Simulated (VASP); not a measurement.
# Nb (P4/mmm) in VASP: notebook

Nb is run at these levels: PBE; tasks: single point, relaxation of cell and atoms.

All numbers are computed with VASP 6.6.1; they aren't measurements. Logs are shortened: lines on timing, memory, paths and dates and some standing lists are left out, and cuts for length are marked.

### Step 1. The cell of the first run

The structure is tetragonal, space group P4/mmm (No. 123). The conventional cell has a = 2.581 Å, b = 2.581 Å, c = 3.226 Å, α = 90.00°, β = 90.00°, γ = 90.00°. Within 3.4 Å of Nb (site symmetry 4/mmm) lie 6 Nb at 2.58 to 3.23 Å.

The cell was built from a structure type or drawn by symmetry, and may not be a known phase.

### Step 2. Single point, PBE

INCAR

```
PREC = Accurate ; ENCUT = 520
EDIFF = 1E-6 ; ISMEAR = 0
SIGMA = 0.1 ; LREAL = False
LASPH = True ; NELM = 60
ALGO = Fast ; ISIF = 2
LWAVE = False ; LCHARG = False
GGA = PE ; NBANDS = 12
```

KPOINTS

```
Automatic mesh
0
Gamma
  6 6 6
```

POSCAR

```
Nb
1.0
    2.5805153700      0.0000000000      0.0000000000
    0.0000000000      2.5805153700      0.0000000000
    0.0000000000      0.0000000000      3.2256577800
Nb
1
Direct
    0.5000000000      0.5000000000      0.5000000000
```

Potentials or basis: VASP PAW PBE potentials, release 64 (Nb_sv).

Command:

```console
cat potpaw_PBE.64/Nb_sv/POTCAR > POTCAR
mpirun -np 1 vasp_std > vasp.out
```

OUTCAR:

```text
PREC = Accurate
   ENCUT = 520
   EDIFF = 1E-6
   ISMEAR = 0
   LREAL = False
   LASPH = True
   NELM = 60
   ISIF = 2
   GGA = PE

 ion  position               nearest neighbor table
   1  0.500  0.500  0.500-

  LATTYP: Found a simple tetragonal cell.
 ALAT       =     2.5805153700
 C/A-ratio  =     1.2500052577

  Lattice vectors:

 A1 = (   2.5805153700,   0.0000000000,   0.0000000000)
 A2 = (   0.0000000000,   2.5805153700,   0.0000000000)
 A3 = (   0.0000000000,   0.0000000000,   3.2256577800)

Analysis of symmetry for initial positions (statically):
=====================================================================
 Subroutine PRICEL returns:
 Original cell was already a primitive cell.

 Routine SETGRP: Setting up the symmetry group for a
 simple tetragonal supercell.

 Subroutine GETGRP returns: Found 16 space group operations
 (whereof 16 operations were pure point group operations)
 out of a pool of 16 trial point group operations.

The static configuration has the point symmetry D_4h.

Analysis of symmetry for dynamics (positions and initial velocities):
=====================================================================
 Subroutine PRICEL returns:
 Original cell was already a primitive cell.

 Routine SETGRP: Setting up the symmetry group for a
 simple tetragonal supercell.

 Subroutine GETGRP returns: Found 16 space group operations
 (whereof 16 operations were pure point group operations)
 out of a pool of 16 trial point group operations.

The dynamic configuration has the point symmetry D_4h.

 Subroutine INISYM returns: Found 16 space group operations
 (whereof 16 operations are pure point group operations),
 and found     1 'primitive' translations

----------------------------------------------------------------------------------------

                                     Primitive cell

  volume of cell :      21.4798

  direct lattice vectors                    reciprocal lattice vectors
     2.580515370  0.000000000  0.000000000     0.387519490  0.000000000  0.000000000
     0.000000000  2.580515370  0.000000000     0.000000000  0.387519490  0.000000000
     0.000000000  0.000000000  3.225657780     0.000000000  0.000000000  0.310014288

  length of vectors
     2.580515370  2.580515370  3.225657780     0.387519490  0.387519490  0.310014288

  position of ions in fractional coordinates (direct lattice)
     0.500000000  0.500000000  0.500000000

  ion indices of the primitive-cell ions
[... 82 lines left out ...]
   POTIM  = 0.5000    time-step for ionic-motion
   TEBEG  =    0.0;   TEEND  =   0.0 temperature during run
   PSTRESS=    0.0 pullay stress
   NELECT =      13.0000    total number of electrons
   NUPDOWN=      -1.0000    fix difference up-down
   EMIN   =  10.00;   EMAX   =-10.00  energy-range for DOS
   EFERMI =   0.00;   METHOD = LEGACY
   ISMEAR =     0;   SIGMA  =   0.10  broadening in eV -4-tet -1-fermi 0-gaus
   EFERMI_NEDOS =   21; number of points for ismear=-14 and -15
   IALGO  =     68    algorithm
   IMIX   =      4    mixing-type and parameters
     AMIX     =   0.40;   BMIX     =  1.00
     AMIX_MAG =   1.60;   BMIX_MAG =  1.00
  volume/ion in A,a.u.               =      21.48       144.95
  Fermi-wavevector in a.u.,A,eV,Ry     =   1.384774  2.616843 26.090517  1.917599
  Thomas-Fermi vector in A             =   2.509247
   LORBIT       =      0    0 simple, 1 ext, 2 COOP (PROOUT), +10 PAW based schemes
   GGA     = PE    functional components
   LHFCALC =     F    Hartree Fock is set to
   AEXX    =    0.0000 exact exchange contribution
   IVDW    =     0    specifies the selected vdW correction
   LEPSILON=     F    determine dielectric tensor
   LRPA    =     F    only Hartree local field effects (RPA)
 non-spin polarized calculation
 RMM-DIIS sequential band-by-band and
 Gauss-broadening in eV      SIGMA  =   0.10
  energy-cutoff  :      520.00
  volume of cell :       21.48
 maximum number of plane-waves:       600
 NGX is ok and might be reduce to    20
   NGX =  9   NGY =  9   NGZ = 11

 number of electron      12.9999999 magnetization

 Free energy of the ion-electron system (eV)
  ---------------------------------------------------
  ext. energy  EPLUGINS =         0.00000000
  ---------------------------------------------------
  free energy    TOTEN  =        -8.84367836 eV

  energy without entropy =       -8.83650571  energy(sigma->0) =       -8.84009204

 E-fermi :   8.9438     XC(G=0): -11.4116

 val. band max:        8.8892998612   @ k =   0.5000   0.5000   0.1667
 cond. band min:       8.9641231974   @ k =   0.5000   0.1667   0.1667
 fundamental gap:      0.0748233362
 Fermi energy:         8.9437977806

 k-point     1 :       0.0000    0.0000    0.0000
  band No.  band energies     occupation
      1     -45.7871      2.00000
      2     -21.6602      2.00000
      3     -20.6747      2.00000
      4     -20.6747      2.00000
      5       3.6479      2.00000
      6       5.9338      2.00000
      7       6.3694      2.00000
      8      13.4885      0.00000
      9      13.4885      0.00000
     10      15.1608      0.00000
     11      18.7397      0.00000
     12      25.7819      0.00000
[... 331 lines left out ...]
 k-point    24 :       0.5000    0.0000    0.3333
  band No.  band energies     occupation
      1     -45.4517      2.00000
      2     -22.7760      2.00000
      3     -21.6260      2.00000
      4     -20.4561      2.00000
      5       5.8761      2.00000
      6       7.2412      2.00000
      7      10.8269      0.00000
      8      11.4379      0.00000
      9      13.4117      0.00000
     10      13.4272      0.00000
     11      17.1770      0.00000
     12      21.5367      0.00000

 [... further k-points ...]

------------------------ aborting loop because EDIFF is reached ----------------------------------------

  FORCE on cell =-STRESS in cart. coord.  units (eV):
  Direction    XX          YY          ZZ          XY          YZ          ZX
  --------------------------------------------------------------------------------------
  -------------------------------------------------------------------------------------
  Total        1.4393825      1.4393825     -2.5462462      0.0000000      0.0000000      0.0000000
  in kB      107.3632435    107.3632435   -189.9239730      0.0000000      0.0000000      0.0000000
  external PRESSURE =       8.2675046 kB  Pullay stress =       0.0000000 kB

 VOLUME and BASIS-vectors are now :
 -----------------------------------------------------------------------------
  energy-cutoff  :      520.00
  volume of cell :       21.48
      direct lattice vectors                 reciprocal lattice vectors
     2.580515370  0.000000000  0.000000000     0.387519490  0.000000000  0.000000000
     0.000000000  2.580515370  0.000000000     0.000000000  0.387519490  0.000000000
     0.000000000  0.000000000  3.225657780     0.000000000  0.000000000  0.310014288

 POSITION                                       TOTAL-FORCE (eV/Angst)
 -----------------------------------------------------------------------------------
      1.29026      1.29026      1.61283         0.000000      0.000000      0.000000
 -----------------------------------------------------------------------------------
    total drift:                                0.000000      0.000000      0.000000

  FREE ENERGIE OF THE ION-ELECTRON SYSTEM (eV)
  ---------------------------------------------------
  free  energy   TOTEN  =        -8.8436783639 eV

  energy  without entropy=       -8.8365057071  energy(sigma->0) =       -8.84009204
```

OSZICAR:

```text
N       E                     dE             d eps       ncg     rms          rms(c)
DAV:   1     0.123284957489E+03    0.12328E+03   -0.75035E+03   968   0.105E+03
DAV:   2    -0.835866932069E+00   -0.12412E+03   -0.11764E+03  1036   0.389E+02
DAV:   3    -0.850562732490E+01   -0.76698E+01   -0.72363E+01  1660   0.777E+01
[... 12 lines left out ...]
RMM:  16    -0.884367026071E+01   -0.56412E-05   -0.47876E-05  1217   0.432E-02    0.302E-02
RMM:  17    -0.884367390335E+01   -0.36426E-05   -0.29672E-05  1140   0.370E-02    0.214E-02
RMM:  18    -0.884367634866E+01   -0.24453E-05   -0.15350E-05  1154   0.360E-02    0.861E-03
RMM:  19    -0.884367772965E+01   -0.13810E-05   -0.94074E-06   955   0.255E-02    0.409E-03
RMM:  20    -0.884367836387E+01   -0.63422E-06   -0.44214E-06   892   0.187E-02
   1 F= -.88436784E+01 E0= -.88400920E+01  d E =-.717266E-02
```

Run time: 27 s. Hardware: 1 thread of Intel Xeon 8259CL, shared host; peak memory 0.13 GiB.

Results:

* Free energy: -8.8437 eV
* Pressure: 0.8 GPa
* Band gap on the k mesh: zero (an odd number of electrons rules out a gap without spin polarisation)

Caveat: the k points lie up to 0.41 Å⁻¹ apart, too coarse for converged energies and pressures of a metal.

### Step 3. Relaxation of cell and atoms, PBE

INCAR

```
  PREC = Accurate
  ENCUT = 600
  EDIFF = 1E-6
  ISMEAR = 0
  SIGMA = 0.1
  LREAL = F
  LASPH = T
  NELM = 100
  ALGO = Fast
  ISIF = 3
  LWAVE = F
  LCHARG = F
  GGA = PE
  IBRION = 2
  NSW = 90
  EDIFFG = -0.04
```

KPOINTS

```
regular mesh
0
Gamma
  6 6 6
```

POSCAR is that of step 2.

Potentials or basis: VASP PAW PBE potentials, release 64 (Nb_sv).

Command:

```console
cat potpaw_PBE.64/Nb_sv/POTCAR > POTCAR
mpirun -np 1 vasp_std > vasp.out
```

Run time: 2.6 min. Hardware: 1 thread of Intel Xeon 8259CL, shared host; peak memory 0.16 GiB.

The run converged. Its results:

```yaml
Free_energy: -9.2119 eV
Relaxed_volume: 20.52 Å³/atom
Relaxed_cell: a = 2.741 Å, b = 2.741 Å, c = 2.731 Å, α = 90.00°, β = 90.00°, γ = 90.00°
Space_group_after_relaxing_to_0.1_Å: Pm-3m (No. 221)
Energy_gained_by_relaxing: 368.1 meV/atom
Ionic_steps: 6
Pressure_after_relaxing: -0.1 GPa
Band_gap_on_the_k_mesh: zero (an odd number of electrons rules out a gap without spin polarisation)
```

Stress tensor (GPa, compression positive):
```
-0.27  0.00  0.00
 0.00 -0.27  0.00
 0.00  0.00  0.15
```

The path:
```tsv
step	energy change (eV)	largest force (eV/Å)	pressure (GPa)	volume (Å³)
1	0.0000	0.0000	0.87	21.48
2	-0.3441	0.0000	-6.12	21.57
3	-0.3467	0.0000	-6.07	21.55
4	-0.3170	0.0000	11.07	19.13
5	-0.3680	0.0000	-0.44	20.57
6	-0.3681	0.0000	-0.13	20.52
```

Final structure:
```
CELL_PARAMETERS angstrom
2.74119 0.00000 0.00000
0.00000 2.74119 0.00000
0.00000 0.00000 2.73093
ATOMIC_POSITIONS crystal
Nb 0.50000 0.50000 0.50000
```

Levels at points of the mesh, in eV from the Fermi level:
```csv
k point,band 3,band 4,band 5,band 6,band 7,band 8,band 9,band 10
"(0.00, 0.00, 0.00)",-29.88,-29.86,-5.47,-2.57,-2.57,5.07,5.11,5.11
"(0.50, 0.00, 0.00)",-29.76,-29.74,-2.41,-1.71,0.56,1.95,2.01,5.43
"(0.50, 0.50, 0.00)",-31.03,-29.62,-3.81,-0.93,2.66,2.66,5.70,5.70
"(0.00, 0.00, 0.50)",-29.75,-29.75,-2.38,-1.68,0.59,1.93,1.93,5.40
"(0.50, 0.00, 0.50)",-31.02,-29.64,-3.82,-0.89,2.58,2.62,5.73,5.74
"(0.50, 0.50, 0.50)",-30.85,-30.85,-2.28,-2.28,-2.23,7.39,7.45,7.46
```

Caveat: the k points lie up to 0.38 Å⁻¹ apart in the final cell, too coarse for converged energies and pressures of a metal; a cell axis changed by over 15 % at a fixed basis, so the end point is rough.
